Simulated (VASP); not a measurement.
Crystal: Re.

```xyz
2
Lattice="2.7423 0.0000 0.0000 -1.3711 2.3749 0.0000 0.0000 0.0000 4.4283" Properties=species:S:1:pos:R:3 pbc="T T T"
Re    1.3711    0.7916    3.3212
Re    0.0000    1.5833    1.1071
```

Base run:

```yaml
Program: VASP 6.6.1
Functional: revPBE
Potentials_or_basis: VASP PAW PBE potentials, release 64 (Re)
Cutoff: 520 eV
k_mesh: 11 × 11 × 6
Occupations: fermi-dirac, width 0.05 eV
Spin: no spin polarisation
```

Its results: band gap on the k mesh zero (band 7 reaches 9.59 eV, above the bottom of band 8 at 6.43 eV); pressure 16.7 GPa.

Q: After a change of settings the same cell gave: band gap on the k mesh zero (band 7 reaches 9.37 eV, above the bottom of band 8 at 6.20 eV); pressure 3.8 GPa. Which change was it?
A. functional from revPBE to PBE; dispersion from none to D3(BJ)
B. functional from revPBE to LDA; potentials or basis from VASP PAW PBE potentials, release 64 (Re) to VASP PAW LDA potentials, release 64 (Re)
C. functional from revPBE to r2SCAN
D. functional from revPBE to PBEsol; further incar settings from ALGO = Normal; EDIFF = 1e-06; NBANDS = 14 to ALGO = Fast; EDIFF = 1e-06; NBANDS = 14

A: D.

Caveats: the PAW data sets were made with another functional, which shifts forces and pressure a little; spin-orbit coupling is left out, which moves the levels of the heavy elements.
